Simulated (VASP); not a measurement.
Runs of VASP 6.6.1 on GaP. The structure is that of space group F-43m (No. 216), or close to it. The cells are those of the table. 

| cell | gap on the mesh (eV) | pressure (GPa) |
| --- | --- | --- |
| a = 3.912, b = 3.854 Å, angles 60.5, 59.0, 60.5°, 2 atoms | 1.79 | -2.5 |
| a = 3.816, b = 3.854 Å, angles 59.7, 60.7, 59.7°, 2 atoms | 1.66 | 1.8 |
| a = 3.797, b = 3.854 Å, angles 59.5, 61.0, 59.5°, 2 atoms | 1.54 | (b) |
| a = 3.873, b = 3.854 Å, angles 60.2, 59.7, 60.2°, 2 atoms | 1.87 | -0.9 |
| a = 3.932, b = 3.854 Å, angles 60.7, 58.7, 60.7°, 2 atoms | (a) | -3.2 |

Alike in all rows: task single point; level r2SCAN; potentials or basis VASP PAW PBE potentials, release 64 (Ga_d, P); no spin polarisation; k mesh 8 × 8 × 8; cutoff (eV) 520; smearing gaussian 0.05 eV.

Problem. Estimate the missing entries.

Solution. (a) 1.76; (b) 2.8.

Caveats: the PAW data sets were made with another functional, which shifts forces and pressure a little; the cell stands under tension (at least some runs).

A k mesh can miss the band edges, and the runs leave out spin-orbit coupling on Ga.
